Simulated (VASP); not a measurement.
# SnO (Pmn2_1) in VASP: single point with PBEsol+D3(BJ)

Aim: the single point of SnO with PBEsol+D3(BJ).

Everything below comes from runs of VASP 6.6.1. Logs are shortened: lines on timing, memory, paths and dates and some standing lists are left out, and cuts for length are marked.

**1. The cell of the first run**

It takes space group Pmn2_1 (No. 31, orthorhombic). The conventional cell has a = 3.274 Å, b = 5.520 Å, c = 3.487 Å, α = 90.00°, β = 90.00°, γ = 90.00°. Sn (site symmetry m) has 5 O at 2.13 to 2.86 Å within 2.9 Å. O (site symmetry m) has 5 Sn at 2.13 to 2.86 Å and 4 O at 2.77 Å within 2.9 Å.

**2. Single point, PBEsol+D3(BJ) (15.76 Å³/atom)**

Input file INCAR:

```
PREC     = Accurate       # precision mode
ENCUT    = 1340           # plane-wave cutoff, eV
EDIFF    = 1E-6           # SCF threshold, eV
ISMEAR   = 0              # smearing method
SIGMA    = 0.02           # smearing width, eV
LREAL    = F              # projectors in reciprocal space
LASPH    = T              # aspherical terms in the spheres
NELM     = 120            # most SCF steps
ALGO     = Normal         # electronic algorithm
ISIF     = 2              # what is computed and relaxed
LWAVE    = F              # write WAVECAR
LCHARG   = T              # write CHGCAR
GGA      = PS             # functional
IVDW     = 12             # dispersion correction
LELF     = T              # ELF
LVHAR    = T            
NBANDS   = 28             # bands
GGA_COMPAT= F
```

Input file KPOINTS:

```
regular mesh
0
Gamma
  8 6 8
```

Input file POSCAR:

```
SnO
1.0
    3.2741611671      0.0000000000      0.0000000000
    0.0000000000      5.5195095923      0.0000000000
    0.0000000000      0.0000000000      3.4873851629
Sn O
2 2
Direct
    0.0000000000      0.2485237687      0.5535291015
    0.5000000000      0.7514762313      0.0535291015
    0.0000000000      0.8728144324      0.6964718985
    0.5000000000      0.1271855676      0.1964718985
```

Potentials or basis: VASP PAW PBE potentials, release 64 (Sn_d, O_h).

Run with:

```sh
cat potpaw_PBE.64/Sn_d/POTCAR potpaw_PBE.64/O_h/POTCAR > POTCAR
mpirun -np 1 vasp_std > vasp.out
```

OUTCAR:

```text
PREC = Accurate
   ENCUT = 1340
   EDIFF = 1E-6
   ISMEAR = 0
   LREAL = F
   LASPH = T
   NELM = 120
   ISIF = 2
   GGA = PS
   IVDW = 12
 IVDW          = 12

 ion  position               nearest neighbor table
   1  0.000  0.249  0.554-   3 2.13   4 2.16   4 2.16   2 3.64   2 3.64   2 3.64   2 3.64   2 3.66
                             2 3.66   2 3.66   2 3.66
   2  0.500  0.751  0.054-   4 2.13   3 2.16   3 2.16   1 3.64   1 3.64   1 3.64   1 3.64   1 3.66
                             1 3.66   1 3.66   1 3.66
   3  0.000  0.873  0.696-   1 2.13   2 2.16   2 2.16
   4  0.500  0.127  0.196-   2 2.13   1 2.16   1 2.16

  LATTYP: Found a simple orthorhombic cell.
 ALAT       =     3.2741611671
 B/A-ratio  =     1.0651232438
 C/A-ratio  =     1.6857782225

  Lattice vectors:

 A1 = (  -3.2741611671,   0.0000000000,   0.0000000000)
 A2 = (   0.0000000000,   0.0000000000,   3.4873851629)
 A3 = (   0.0000000000,   5.5195095923,   0.0000000000)

Analysis of symmetry for initial positions (statically):
=====================================================================
 Subroutine PRICEL returns:
 Original cell was already a primitive cell.

 Routine SETGRP: Setting up the symmetry group for a
 simple orthorhombic supercell.

 Subroutine GETGRP returns: Found  4 space group operations
 (whereof  2 operations were pure point group operations)
 out of a pool of  8 trial point group operations.

The static configuration has the point symmetry C_1h.
 The point group associated with its full space group is C_2v.

Analysis of symmetry for dynamics (positions and initial velocities):
=====================================================================
 Subroutine PRICEL returns:
 Original cell was already a primitive cell.

 Routine SETGRP: Setting up the symmetry group for a
 simple orthorhombic supercell.

 Subroutine GETGRP returns: Found  4 space group operations
 (whereof  2 operations were pure point group operations)
 out of a pool of  8 trial point group operations.

The dynamic configuration has the point symmetry C_1h.
 The point group associated with its full space group is C_2v.

 Subroutine INISYM returns: Found  4 space group operations
 (whereof  2 operations are pure point group operations),
 and found     1 'primitive' translations

----------------------------------------------------------------------------------------

                                     Primitive cell

  volume of cell :      63.0232

  direct lattice vectors                    reciprocal lattice vectors
     3.274161167  0.000000000  0.000000000     0.305421740  0.000000000  0.000000000
     0.000000000  5.519509592  0.000000000     0.000000000  0.181175516  0.000000000
     0.000000000  0.000000000  3.487385163     0.000000000  0.000000000  0.286747793

  length of vectors
     3.274161167  5.519509592  3.487385163     0.305421740  0.181175516  0.286747793

  position of ions in fractional coordinates (direct lattice)
     0.000000000  0.248523769  0.553529101
     0.500000000  0.751476231  0.053529101
     0.000000000  0.872814432  0.696471899
     0.500000000  0.127185568  0.196471899

  ion indices of the primitive-cell ions
   primitive index   ion index
                 1           1
                 2           2
                 3           3
                 4           4

----------------------------------------------------------------------------------------

 KPOINTS: regular mesh

Automatic generation of k-mesh.
 Grid dimensions read from file:
 generate k-points for:    8    6    8

 Generating k-lattice:

  Cartesian coordinates                     Fractional coordinates (reciprocal lattice)
     0.038177717  0.000000000  0.000000000     0.125000000  0.000000000  0.000000000
     0.000000000  0.030195919  0.000000000     0.000000000  0.166666667  0.000000000
     0.000000000  0.000000000  0.035843474     0.000000000  0.000000000  0.125000000

  Length of vectors
     0.038177717  0.030195919  0.035843474

  Shift w.r.t. Gamma in fractional coordinates (k-lattice)
     0.000000000  0.000000000  0.000000000

 Subroutine IBZKPT returns following result:
 ===========================================

 Found    100 irreducible k-points:

 Following reciprocal coordinates:
            Coordinates               Weight
  0.000000  0.000000  0.000000      1.000000
  0.125000  0.000000  0.000000      2.000000
  0.250000  0.000000  0.000000      2.000000
  0.375000  0.000000  0.000000      2.000000
  0.500000  0.000000  0.000000      1.000000
  0.000000  0.166667  0.000000      2.000000
[... 16 lines left out ...]
  0.250000  0.000000  0.125000      4.000000
  0.375000  0.000000  0.125000      4.000000
 [... further k-points ...]
   k-points           NKPTS =    100   k-points in BZ     NKDIM =    100   number of bands    NBANDS=     28
   number of dos      NEDOS =    301   number of ions     NIONS =      4
   total plane-waves  NPLWV = 117600
   dimension x,y,z NGX =    40 NGY =   70 NGZ =   42
   dimension x,y,z NGXF=    80 NGYF=  140 NGZF=   84
   ions per type =               2   2
   NGX,Y,Z   is equivalent  to a cutoff of  20.31, 21.08, 20.02 a.u.
   NGXF,Y,Z  is equivalent  to a cutoff of  40.62, 42.17, 40.04 a.u.
 SYSTEM =  unknown system
   PREC   = accura    normal or accurate (medium, high low for compatibility)
   ISTART =      0    job   : 0-new  1-cont  2-samecut
   ICHARG =      2    charge: 1-file 2-atom 10-const
   ISPIN  =      1    spin polarized calculation?
   LNONCOLLINEAR =      F non collinear calculations
   LSORBIT =      F    spin-orbit coupling
   LASPH  =      T    aspherical Exc in radial PAW
   ENCUT  = 1340.0 eV  98.49 Ry    9.92 a.u.   9.77 16.47 10.41*2*pi/ulx,y,z
   NELM   =    120;   NELMIN=  2; NELMDL= -5     # of ELM steps
   EDIFF  = 0.1E-05   stopping-criterion for ELM
   LREAL  =      F    real-space projection
   EDIFFG = 0.1E-04   stopping-criterion for IOM
   NSW    =      0    number of steps for IOM
   IBRION =     -1    ionic relax: 0-MD 1-quasi-New 2-CG
   NFREE  =      0    steps in history (QN), initial steepest desc. (CG)
   ISIF   =      2    stress and relaxation
   ISYM   =      2    0-nonsym 1-usesym 2-fastsym
   POTIM  = 0.5000    time-step for ionic-motion
   TEBEG  =    0.0;   TEEND  =   0.0 temperature during run
   PSTRESS=    0.0 pullay stress
   NELECT =      40.0000    total number of electrons
   NUPDOWN=      -1.0000    fix difference up-down
   EMIN   =  10.00;   EMAX   =-10.00  energy-range for DOS
   EFERMI =   0.00;   METHOD = LEGACY
   ISMEAR =     0;   SIGMA  =   0.02  broadening in eV -4-tet -1-fermi 0-gaus
   EFERMI_NEDOS =   21; number of points for ismear=-14 and -15
   IALGO  =     38    algorithm
   IMIX   =      4    mixing-type and parameters
     AMIX     =   0.40;   BMIX     =  1.00
     AMIX_MAG =   1.60;   BMIX_MAG =  1.00
  volume/ion in A,a.u.               =      15.76       106.33
  Fermi-wavevector in a.u.,A,eV,Ry     =   1.406894  2.658644 26.930697  1.979350
  Thomas-Fermi vector in A             =   2.529208
   LORBIT       =      0    0 simple, 1 ext, 2 COOP (PROOUT), +10 PAW based schemes
   GGA     = PS    functional components
   LHFCALC =     F    Hartree Fock is set to
   AEXX    =    0.0000 exact exchange contribution
   IVDW    =    12    specifies the selected vdW correction
   LEPSILON=     F    determine dielectric tensor
   LRPA    =     F    only Hartree local field effects (RPA)
 non-spin polarized calculation
 Gauss-broadening in eV      SIGMA  =   0.02
  energy-cutoff  :     1340.00
  volume of cell :       63.02
 maximum number of plane-waves:      7063
 NGX is ok and might be reduce to    40
   NGX = 19   NGY = 33   NGZ = 21

 number of electron      39.9999999 magnetization

 Free energy of the ion-electron system (eV)
  ---------------------------------------------------
  ext. energy  EPLUGINS =         0.00000000
  ---------------------------------------------------
  free energy    TOTEN  =       -23.72772969 eV

  energy without entropy =      -23.72772969  energy(sigma->0) =      -23.72772969

 E-fermi :   8.0952     XC(G=0): -11.1485

 val. band max:        7.9084408547   @ k =   0.0000   0.0000   0.0000
 cond. band min:       8.7786620543   @ k =   0.3750   0.5000   0.0000
 fundamental gap:      0.8702211996
 Fermi energy:         8.0951616359

 k-point     1 :       0.0000    0.0000    0.0000
  band No.  band energies     occupation
      1     -13.5443      2.00000
      2     -13.2056      2.00000
      3     -13.1791      2.00000
      4     -13.0448      2.00000
      5     -13.0409      2.00000
      6     -13.0107      2.00000
[... 20 lines left out ...]
     27      16.9783      0.00000
     28      18.0648      0.00000

 k-point     2 :       0.1250    0.0000    0.0000
  band No.  band energies     occupation
      1     -13.5306      2.00000
      2     -13.1907      2.00000
      3     -13.1654      2.00000
      4     -13.0935      2.00000
      5     -13.0383      2.00000
      6     -13.0235      2.00000
[... 20 lines left out ...]
     27      17.2463      0.00000
     28      18.1286      0.00000

 k-point     3 :       0.2500    0.0000    0.0000
  band No.  band energies     occupation
      1     -13.5084      2.00000
      2     -13.2720      2.00000
      3     -13.1289      2.00000
      4     -13.0938      2.00000
      5     -13.0465      2.00000
      6     -13.0396      2.00000
[... 20 lines left out ...]
     27      17.5311      0.00000
     28      18.0524      0.00000

 k-point     4 :       0.3750    0.0000    0.0000
  band No.  band energies     occupation
      1     -13.4959      2.00000
      2     -13.3951      2.00000
      3     -13.0925      2.00000
      4     -13.0709      2.00000
      5     -13.0565      2.00000
      6     -13.0409      2.00000
[... 578 lines left out ...]
     27      17.1848      0.00000
     28      19.3635      0.00000

 k-point    23 :       0.2500    0.0000    0.1250
  band No.  band energies     occupation
      1     -13.5127      2.00000
      2     -13.3066      2.00000
      3     -13.1123      2.00000
      4     -13.0856      2.00000
      5     -13.0522      2.00000
      6     -13.0376      2.00000
[... 20 lines left out ...]
     27      17.3187      0.00000
     28      19.3541      0.00000

 k-point    24 :       0.3750    0.0000    0.1250
  band No.  band energies     occupation
      1     -13.5126      2.00000
      2     -13.4257      2.00000
      3     -13.0751      2.00000
      4     -13.0624      2.00000
      5     -13.0583      2.00000
      6     -13.0447      2.00000
[... 20 lines left out ...]
     27      17.9565      0.00000
     28      19.5030      0.00000

 [... further k-points ...]

------------------------ aborting loop because EDIFF is reached ----------------------------------------

 Edisp (eV)   -0.96052

 E8    (eV) :    -0.6354

  FORCE on cell =-STRESS in cart. coord.  units (eV):
  Direction    XX          YY          ZZ          XY          YZ          ZX
  --------------------------------------------------------------------------------------
  -------------------------------------------------------------------------------------
  Total       1.05205     1.05096     0.96479     0.00000     0.00000     0.00000
  in kB      26.74516    26.71761    24.52688     0.00000     0.00000     0.00000
  external pressure =       26.00 kB  Pullay stress =        0.00 kB

 VOLUME and BASIS-vectors are now :
 -----------------------------------------------------------------------------
  energy-cutoff  :     1340.00
  volume of cell :       63.02
      direct lattice vectors                 reciprocal lattice vectors
     3.274161167  0.000000000  0.000000000     0.305421740  0.000000000  0.000000000
     0.000000000  5.519509592  0.000000000     0.000000000  0.181175516  0.000000000
     0.000000000  0.000000000  3.487385163     0.000000000  0.000000000  0.286747793

 POSITION                                       TOTAL-FORCE (eV/Angst)
 -----------------------------------------------------------------------------------
      0.00000      1.37173      1.93037         0.000000      0.067744      0.028909
      1.63708      4.14778      0.18668         0.000000     -0.067744      0.028909
      0.00000      4.81751      2.42887         0.000000     -0.005432     -0.028909
      1.63708      0.70200      0.68517         0.000000      0.005432     -0.028909
 -----------------------------------------------------------------------------------
    total drift:                               -0.000000      0.000000      0.000399

  FREE ENERGIE OF THE ION-ELECTRON SYSTEM (eV)
  ---------------------------------------------------
  free  energy   TOTEN  =       -24.6882492435 eV

  energy  without entropy=      -24.6882492435  energy(sigma->0) =      -24.68824924
```

Run time: 9 min. Hardware: 1 thread of Intel Xeon Platinum 8488C (Sapphire Rapids), shared host; peak memory 0.75 GiB.

What came out:

```yaml
Free_energy: -24.6882 eV
Pressure: 2.6 GPa
Largest_force: 0.074 eV/Å
Band_gap_on_the_k_mesh: 0.87 eV (least direct gap 1.57 eV)
Dispersion_energy_per_atom: -0.240 eV
```

Forces in eV/Å, atoms in the order of the input:
```
Sn   0.000  0.068  0.029
Sn   0.000 -0.068  0.029
O    0.000 -0.005 -0.029
O    0.000  0.005 -0.029
```

Stress tensor (GPa, compression positive):
```
2.67 0.00 0.00
0.00 2.67 0.00
0.00 0.00 2.45
```

Caveat: the PAW data sets were made with another functional, which shifts forces and pressure a little; spin-orbit coupling is left out, which moves the levels of the heavy elements.
